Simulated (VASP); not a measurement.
Write the native input for VASP 6.6.1 that does the following.

```yaml
Task: single point
Functional: r2SCAN
Potentials_or_basis: VASP PAW PBE potentials, release 64 (Au)
Cutoff: 520 eV
k_mesh: 6 × 6 × 6
Occupations: fermi-dirac, width 0.05 eV
Spin: no spin polarisation
Dipole_correction: no
Further_INCAR_settings: ALGO = Normal; EDIFF = 1e-06; NBANDS = 12
```

The system is Au.

```
Au
1.0
     0.00000    2.03500    2.03500
     2.03500    0.00000    2.03500
     2.03500    2.03500    0.00000
Au
1
Direct
  0.00000 0.00000 0.00000
```

These files were run (other wordings do the same):

POSCAR

```
Au
1.0
    0.0000000000      2.0350000000      2.0350000000
    2.0350000000      0.0000000000      2.0350000000
    2.0350000000      2.0350000000      0.0000000000
Au
1
Direct
    0.0000000000      0.0000000000      0.0000000000
```

INCAR.step1

```
SYSTEM = Au
PREC = Accurate
ENCUT = 520
ISMEAR = -1
SIGMA = 0.05
LREAL = .False.
LASPH = .True.
NELM = 100
NBANDS = 12
GGA = PE
ALGO = Normal
EDIFF = 1E-4
LWAVE = .True.
LCHARG = .False.
```

INCAR.step2

```
SYSTEM = Au
PREC = Accurate
ENCUT = 520
EDIFF = 1E-6
ISMEAR = -1
SIGMA = 0.05
LREAL = .False.
LASPH = .True.
NELM = 100
ALGO = Normal
ISIF = 2
LWAVE = .False.
LCHARG = .False.
METAGGA = R2SCAN
LMIXTAU = .True.
NBANDS = 12
ISTART = 1
```

KPOINTS

```
regular mesh
0
Gamma
  6 6 6
  0 0 0
```

Potentials or basis: VASP PAW PBE potentials, release 64 (Au).

Launch:

```console
$ cat potpaw_PBE.64/Au/POTCAR > POTCAR
$ cp INCAR.step1 INCAR
$ mpirun -np 1 vasp_std > vasp.out
$ cp INCAR.step2 INCAR
$ mpirun -np 1 vasp_std > vasp.out
```

Results of the run:

The pressure is 8.6 GPa.

Caveat: the k points lie up to 0.45 Å⁻¹ apart; the PAW data sets were made with another functional, which shifts forces and pressure a little.

It took 12 s on 1 thread of Intel(R) Xeon(R) Platinum 8488C (Sapphire Rapids) (shared host), peak memory 0.14 GiB.
